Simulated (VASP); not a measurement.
Write the native input for VASP 6.6.1 that does the following.

```yaml
Task: single point
Functional: LDA
Potentials_or_basis: VASP PAW LDA potentials, release 64 (Se)
Cutoff: 500 eV
k_mesh: 20 × 20 × 20
Occupations: gaussian, width 0.1 eV
Spin: no spin polarisation
Dipole_correction: no
Further_INCAR_settings: ALGO = Normal; EDIFF = 1e-06; NBANDS = 9
```

The structure of Se lies in POSCAR:

```
Se
1.0
   -1.4296863760      1.4296863760      1.4296863760
    1.4296863760     -1.4296863760      1.4296863760
    1.4296863760      1.4296863760     -1.4296863760
Se
1
Direct
    0.0000000000      0.0000000000      0.0000000000
```

These files were run (other wordings do the same):

INCAR

```
SYSTEM = Se
PREC = Accurate
ENCUT = 500
EDIFF = 1E-6
ISMEAR = 0
SIGMA = 0.1
LREAL = .FALSE.
LASPH = .TRUE.
NELM = 120
ALGO = Normal
ISIF = 2
LWAVE = .FALSE.
LCHARG = .FALSE.
NBANDS = 9
GGA_COMPAT = .FALSE.
```

KPOINTS

```
regular mesh
0
G
  20 20 20
  0 0 0
```

Potentials or basis: VASP PAW LDA potentials, release 64 (Se).

Command:

```bash
$ cat potpaw_LDA.64/Se/POTCAR > POTCAR
$ mpirun -np 1 vasp_std > vasp.out
```

Results of the run:

```yaml
Pressure: 127.3 GPa
Band_gap_on_the_k_mesh: zero (band 3 reaches 21.50 eV, above the bottom of band 4 at 6.73 eV)
```

It took 28 s on 1 thread of Intel Xeon 8259CL (shared host), peak memory 0.13 GiB.
